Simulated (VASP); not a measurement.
Here is a VASP 6.6.1 calculation.

File POSCAR:

```
BN
1.0
    1.2342126593      0.7125730110      3.3273486205
   -1.2342126593      0.7125730110      3.3273486205
    0.0000000000     -1.4251460221      3.3273486205
N B
1 1
Direct
    0.6672382000      0.6672382000      0.6672382000
    0.0003288000      0.0003288000      0.0003288000
```

File INCAR.step1:

```
ALGO = Normal
EDIFF = 1E-5
ENCUT = 520
GGA = PE
ISIF = 2
ISMEAR = -1
LASPH = T
LCHARG = F
LREAL = F
LWAVE = T
NBANDS = 11
NELM = 100
PREC = Accurate
SIGMA = 0.05
```

INCAR.step2

```
AEXX = 0.25
ALGO = Normal
EDIFF = 1E-6
ENCUT = 520
GGA = PE
ISIF = 2
ISMEAR = -1
ISTART = 1
LASPH = T
LCHARG = F
LHFCALC = T
LREAL = F
LWAVE = F
NBANDS = 11
NELM = 100
PREC = Accurate
PRECFOCK = Normal
SIGMA = 0.05
```

Contents of KPOINTS:

```
k-points
0
Gamma
  8 8 8
```

Potentials or basis: VASP PAW PBE potentials, release 64 (N, B).

Launch:

```sh
$ cat potpaw_PBE.64/N/POTCAR potpaw_PBE.64/B/POTCAR > POTCAR
$ cp INCAR.step1 INCAR
$ mpirun -np 1 vasp_std > vasp.out
$ cp INCAR.step2 INCAR
$ mpirun -np 1 vasp_std > vasp.out
```

**Question.** Estimate the pressure.

**Answer.** 9.5 GPa.

**Question.** Predict the largest force.

**Answer.** 0.004 eV/Å.

**Question.** Estimate the band gap on the k mesh.

**Answer.** 6.36 eV, indirect (least direct gap 7.20 eV).

Forces on the atoms (eV/Å):
```
N    0.000  0.000 -0.004
B    0.000  0.000  0.004
```

Caveat: the PAW data sets were made with another functional, which shifts forces and pressure a little. A k mesh can miss the band edges.
